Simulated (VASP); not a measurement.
A run of VASP 6.6.1:

The input INCAR:

```
SYSTEM = Si
ALGO = Normal
EDIFF = 1E-7
ENCUT = 520
ISIF = 2
ISMEAR = 0
LASPH = .TRUE.
LCHARG = .FALSE.
LREAL = .FALSE.
LWAVE = .FALSE.
NBANDS = 16
NELM = 60
PREC = Accurate
SIGMA = 0.03
```

The input KPOINTS:

```
k-points
0
G
  12 12 6
  0 0 0
```

File POSCAR:

```
Si
1.0
    3.9462569843      0.0000000000      0.0000000000
   -1.9731284922      3.2184777032      0.0000000000
    0.0000000000      0.0000000000      6.3326220002
Si
4
Direct
    0.3333333333      0.6666666667      0.0630095000
    0.6666666667      0.3333333333      0.5630095000
    0.3333333333      0.6666666667      0.4369905000
    0.6666666667      0.3333333333      0.9369905000
```

Potentials or basis: VASP PAW LDA potentials, release 64 (Si).

Launch:

```sh
$ cat potpaw_LDA.64/Si/POTCAR > POTCAR
$ mpirun -np 1 vasp_std > vasp.out
```

Hardware: 1 thread of Intel(R) Xeon(R) Platinum 8375C CPU @ 2.90GHz (Ice Lake), on a shared host.

Question: Estimate the wall time of this run.

Answer: It took 2.5 min on 1 thread of Intel(R) Xeon(R) Platinum 8375C CPU @ 2.90GHz (Ice Lake), on a shared host, peak memory 0.27 GiB. Counts: scf iterations 14, k points 172.
